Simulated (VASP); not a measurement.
# Ti (P6_3/mmc) in VASP: a series of runs, part 2 of 2

VASP 6.6.1. Earlier steps stand in the parts before.

**3. Single point, PBEsol (volume scaled by 0.98)**

INCAR reads:

```
PREC = Accurate
ENCUT = 520
EDIFF = 1E-6
ISMEAR = -1
SIGMA = 0.08
LREAL = F
LASPH = T
NELM = 80
ALGO = Normal
ISIF = 2
LWAVE = F
LCHARG = F
GGA = PS
NBANDS = 19
```

KPOINTS reads:

```
Automatic mesh
0
Gamma
  13 13 7
```

POSCAR reads:

```
Ti
1.0
    2.9301986205      0.0000000000      0.0000000000
   -1.4650993102      2.5376264435      0.0000000000
    0.0000000000      0.0000000000      4.6545493880
Ti
2
Direct
    0.3333333333      0.6666666667      0.2500000000
    0.6666666667      0.3333333333      0.7500000000
```

Potentials or basis: VASP PAW PBE potentials, release 64 (Ti_sv).

On the command line:

```bash
cat potpaw_PBE.64/Ti_sv/POTCAR > POTCAR
mpirun -np 1 vasp_std > vasp.out
```

OUTCAR:

```text
PREC = Accurate
   ENCUT = 520
   EDIFF = 1E-6
   ISMEAR = -1
   LREAL = F
   LASPH = T
   NELM = 80
   ISIF = 2
   GGA = PS

 ion  position               nearest neighbor table
   1  0.333  0.667  0.250-   2 2.88   2 2.88   2 2.88   2 2.88   2 2.88   2 2.88
   2  0.667  0.333  0.750-   1 2.88   1 2.88   1 2.88   1 2.88   1 2.88   1 2.88

  LATTYP: Found a hexagonal cell.
 ALAT       =     2.9301986205
 C/A-ratio  =     1.5884757284

  Lattice vectors:

 A1 = (   2.9301986205,   0.0000000000,   0.0000000000)
 A2 = (  -1.4650993102,   2.5376264435,   0.0000000000)
 A3 = (   0.0000000000,   0.0000000000,   4.6545493880)

Analysis of symmetry for initial positions (statically):
=====================================================================
 Subroutine PRICEL returns:
 Original cell was already a primitive cell.

 Routine SETGRP: Setting up the symmetry group for a
 hexagonal supercell.

 Subroutine GETGRP returns: Found 24 space group operations
 (whereof 12 operations were pure point group operations)
[... 162 lines left out ...]
  free energy    TOTEN  =       -16.68525443 eV

  energy without entropy =      -16.63705651  energy(sigma->0) =      -16.66115547

 E-fermi :   8.2351     XC(G=0): -11.6524

 val. band max:        8.2252642692   @ k =   0.2308   0.2308   0.4286
 cond. band min:       8.2390176109   @ k =   0.0000   0.0000   0.4286
 fundamental gap:      0.0137533417
 Fermi energy:         8.2351403777

 k-point     1 :       0.0000    0.0000    0.0000
  band No.  band energies     occupation
      1     -48.3699      2.00000
      2     -48.2296      2.00000
      3     -25.0620      2.00000
      4     -24.4069      2.00000
      5     -24.4069      2.00000
      6     -24.3386      2.00000
[... 505 lines left out ...]
      6     -24.4348      2.00000
[... 11 lines left out ...]
     18      10.0442      0.00000
     19      11.5590      0.00000

 [... further k-points ...]

------------------------ aborting loop because EDIFF is reached ----------------------------------------

  FORCE on cell =-STRESS in cart. coord.  units (eV):
  Direction    XX          YY          ZZ          XY          YZ          ZX
  --------------------------------------------------------------------------------------
  -------------------------------------------------------------------------------------
  Total       -0.8245000     -0.8245000     -0.9187499     -0.0000000      0.0000000      0.0000000
  in kB      -38.1679508    -38.1679508    -42.5309891     -0.0000000      0.0000000      0.0000000
  external PRESSURE =     -39.6222969 kB  Pullay stress =       0.0000000 kB

 VOLUME and BASIS-vectors are now :
 -----------------------------------------------------------------------------
  energy-cutoff  :      520.00
  volume of cell :       34.61
      direct lattice vectors                 reciprocal lattice vectors
     2.930198621  0.000000000  0.000000000     0.341273794  0.197034517  0.000000000
    -1.465099310  2.537626444  0.000000000     0.000000000  0.394069034  0.000000000
     0.000000000  0.000000000  4.654549388     0.000000000  0.000000000  0.214843568

 POSITION                                       TOTAL-FORCE (eV/Angst)
 -----------------------------------------------------------------------------------
     -0.00000      1.69175      1.16364         0.000000     -0.000000      0.000000
      1.46510      0.84588      3.49091        -0.000000      0.000000      0.000000
 -----------------------------------------------------------------------------------
    total drift:                               -0.000000      0.000000     -0.000000

  FREE ENERGIE OF THE ION-ELECTRON SYSTEM (eV)
  ---------------------------------------------------
  free  energy   TOTEN  =       -16.6852544252 eV

  energy  without entropy=      -16.6370565137  energy(sigma->0) =      -16.66115547
```

stdout:

```text
POSCAR found type information on POSCAR Ti
 POSCAR found :  1 types and       2 ions
 scaLAPACK will be used
 -----------------------------------------------------------------------------
|                                                                             |
|                                                                             |
|     You enforced a specific xc type in the INCAR file but a different       |
|     I HOPE YOU KNOW WHAT YOU ARE DOING!                                     |
|                                                                             |
 -----------------------------------------------------------------------------

 LDA part: xc-table for (Slater+PW92), standard interpolation
 POSCAR, INCAR and KPOINTS ok, starting setup
 FFT: planning ... GRIDC
 FFT: planning ... GRID_SOFT
 FFT: planning ... GRID
 WAVECAR not read
 entering main loop
```

Wall time 72 s (1 thread of Intel Xeon Platinum 8259CL at 2.50GHz (Skylake/Cascade Lake), shared host); peak memory 0.18 GiB.

Results:

- Free energy: -16.6853 eV
- Pressure: -4.0 GPa
- Band gap on the k mesh: zero (band 12 reaches 9.03 eV, above the bottom of band 13 at 7.92 eV)

Levels at points of the mesh, in eV from the Fermi level:
```
           k point  band 10  band 11  band 12  band 13  band 14  band 15
(0.00, 0.00, 0.00)    -2.69     0.78     0.79     0.79     0.89     1.29
```

Caveat: the PAW data sets were made with another functional, which shifts forces and pressure a little.

**4. Single point, PBEsol (volume scaled by 1.01)**

INCAR is that of step 3.

KPOINTS is that of step 3.

POSCAR reads:

```
Ti
1.0
    2.9597985897      0.0000000000      0.0000000000
   -1.4798992949      2.5632607688      0.0000000000
    0.0000000000      0.0000000000      4.7015682207
Ti
2
Direct
    0.3333333333      0.6666666667      0.2500000000
    0.6666666667      0.3333333333      0.7500000000
```

On the command line:

```bash
cat potpaw_PBE.64/Ti_sv/POTCAR > POTCAR
mpirun -np 1 vasp_std > vasp.out
```

Wall time 73 s (1 thread of Intel Xeon Platinum 8259CL at 2.50GHz (Skylake/Cascade Lake), shared host); peak memory 0.18 GiB.

It converged, with:

- Free energy: -16.6493 eV
- Pressure: -6.9 GPa
- Band gap on the k mesh: zero (band 12 reaches 8.69 eV, above the bottom of band 13 at 7.61 eV)

Stress tensor (GPa, compression positive):
```
-6.75  0.00  0.00
 0.00 -6.75  0.00
 0.00  0.00 -7.26
```

Levels at points of the mesh, in eV from the Fermi level:
| k point | band 10 | band 11 | band 12 | band 13 | band 14 | band 15 |
| --- | --- | --- | --- | --- | --- | --- |
| (0.00, 0.00, 0.00) | -2.62 | 0.70 | 0.77 | 0.77 | 0.87 | 1.25 |

Caveat: the PAW data sets were made with another functional, which shifts forces and pressure a little.

**5. Summary**

```csv
cell,gap on the mesh (eV),pressure (GPa)
"a = 2.920, b = 2.920, c = 4.639 Å, angles 90.0, 90.0, 120.0°, 2 atoms",none,-2.9
"a = 2.930, b = 2.930, c = 4.655 Å, angles 90.0, 90.0, 120.0°, 2 atoms",none,-4.0
"a = 2.960, b = 2.960, c = 4.702 Å, angles 90.0, 90.0, 120.0°, 2 atoms",none,-6.9
```

Alike in all rows: task single point; level PBEsol; potentials or basis VASP PAW PBE potentials, release 64 (Ti_sv); no spin polarisation; k mesh 13 × 13 × 7; cutoff (eV) 520; smearing fermi-dirac 0.08 eV.

Caveats: the PAW data sets were made with another functional, which shifts forces and pressure a little.

Total energies depend on the potentials used, so only differences within one code and one set of settings carry meaning.
